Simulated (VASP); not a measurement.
Al3B2As: single point with PBE

Crystal: Al3B2As.

```
Al B As
1.0
     3.61232    0.00000    0.00000
    -1.80616    3.12836    0.00000
     0.00000    0.00000    8.40399
Al B As
3 2 1
Direct
  0.33333 0.66667 0.50000
  0.66667 0.33333 0.50000
  0.00000 0.00000 0.00000
  0.00000 0.00000 0.71430
  0.00000 0.00000 0.28570
  0.00000 0.00000 0.50000
```

```
Program             : VASP 6.6.1
Task                : single point
Functional          : PBE
Potentials or basis : VASP PAW PBE potentials, release 64 (Al, B, As)
Cutoff              : 520 eV
k mesh              : 6 × 6 × 2
Occupations         : gaussian, width 0.1 eV
Spin                : no spin polarisation
```

```json
{
 "Pressure": "67.2 GPa",
 "Largest force": "5.656 eV/Å",
 "Band gap on the k mesh": "zero (band 10 reaches 6.04 eV, above the bottom of band 11 at 5.22 eV)"
}
```

Forces in eV/Å, atoms in the order of the input:
```
Al   0.000  0.000  0.000
Al   0.000  0.000  0.000
Al   0.000  0.000  0.000
B    0.000  0.000  5.656
B    0.000  0.000 -5.656
As   0.000  0.000  0.000
```

Stress tensor (GPa, compression positive):
```
92.60  0.00  0.00
 0.00 92.60  0.00
 0.00  0.00 16.46
```

Levels at points of the mesh, in eV from the Fermi level:
```tsv
k point	band 6	band 7	band 8	band 9	band 10	band 11	band 12	band 13	band 14	band 15
(0.00, 0.00, 0.00)	-3.82	-2.81	-1.13	-1.13	-0.94	1.12	1.12	2.87	3.33	3.33
(0.50, 0.00, 0.00)	-4.11	-2.86	-2.65	-1.69	-0.33	-0.21	1.49	2.30	3.27	3.91
(0.00, 0.00, 0.50)	-5.53	-1.46	-1.13	-1.13	-0.06	1.07	1.07	1.59	2.95	3.53
(0.50, 0.00, 0.50)	-4.21	-3.98	-2.83	-0.60	-0.33	-0.27	1.91	1.96	2.67	3.23
```

Wall time 45 s on 1 thread of AMD EPYC 7R43 64-Core Processor (Zen 3) (shared host), peak memory 0.17 GiB.

Caveat: the k points lie up to 0.37 Å⁻¹ apart; forces of over 1 eV/Å act on the atoms, so gaps and moduli don't describe the material at rest.
